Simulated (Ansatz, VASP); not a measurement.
## WS2: VASP beside Ansatz

```xyz
6
Lattice="3.1147 0.0000 0.0000 -1.5574 2.6975 0.0000 0.0000 0.0000 11.7719" Properties=species:S:1:pos:R:3 pbc="T T T"
W     0.0000    1.7983    2.9430
W     1.5574    0.8992    8.8289
S     0.0000    1.7983    7.2567
S     1.5574    0.8992    1.3708
S     0.0000    1.7983   10.4010
S     1.5574    0.8992    4.5151
```

Alike in both runs: functional PBEsol; dispersion D3(BJ); k mesh 12 × 12 × 4; occupations gaussian, width 0.02 eV; no spin polarisation.

Ansatz relaxed the structure, and its values are those at the end. VASP's run is a single point on that final structure, the one shown.

|  | VASP | Ansatz |
| --- | --- | --- |
| version | VASP 6.6.1 | Ansatz 0.2.0 |
| potentials or method | VASP PAW PBE potentials, release 64 (W_sv, S), cutoff 520 eV | scalar-relativistic, plane waves, PAW |
| valence electrons in the cell | 52 | 52 |

Ansatz gave:

```
gap on the k mesh at the Fermi level (eV) : 0.66
least direct gap on the mesh (eV)         : 1.92
pressure (GPa)                            : 0.0
rms of the force components (eV/Å)        : 0.000
```

**Question.** Which values does VASP return?

**Answer.** gap on the k mesh at the Fermi level (eV): 0.68; least direct gap on the mesh (eV): 1.93; pressure (GPa): 0.1; rms of the force components (eV/Å): 0.009.

VASP's potentials were made for PBE, not for PBEsol.

Spin-orbit coupling is off throughout.
